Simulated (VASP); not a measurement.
Crystal: CsSnI3.

```
Cs I Sn
1.0
     6.20570    0.00000    0.00000
     0.00000    6.20570    0.00000
     0.00000    0.00000    6.20570
Cs I Sn
1 3 1
Direct
  0.00000 0.00000 0.00000
  0.50000 0.50000 0.00000
  0.50000 0.00000 0.50000
  0.00000 0.50000 0.50000
  0.50000 0.50000 0.50000
```

Base run:

```yaml
Program: VASP 6.6.1
Functional: PBE
Potentials_or_basis: VASP PAW PBE potentials, release 64 (Cs_sv, I, Sn_d)
Cutoff: 520 eV
k_mesh: 5 × 5 × 5
Occupations: fermi-dirac, width 0.05 eV
Spin: no spin polarisation
```

Its results: band gap on the k mesh 1.75 eV, direct; pressure 0.5 GPa.

Question: The run is repeated on the same cell with these changes: functional from PBE to revPBE. What comes out?

Answer: Band gap on the k mesh 1.75 eV, direct; pressure 1.4 GPa.

revPBE binds less tightly than PBE, so the same cell stands under more pressure.

Caveats: spin-orbit coupling is left out, which moves the levels of the heavy elements; the PAW data sets were made with another functional, which shifts forces and pressure a little (some runs).

A k mesh can miss the band edges.
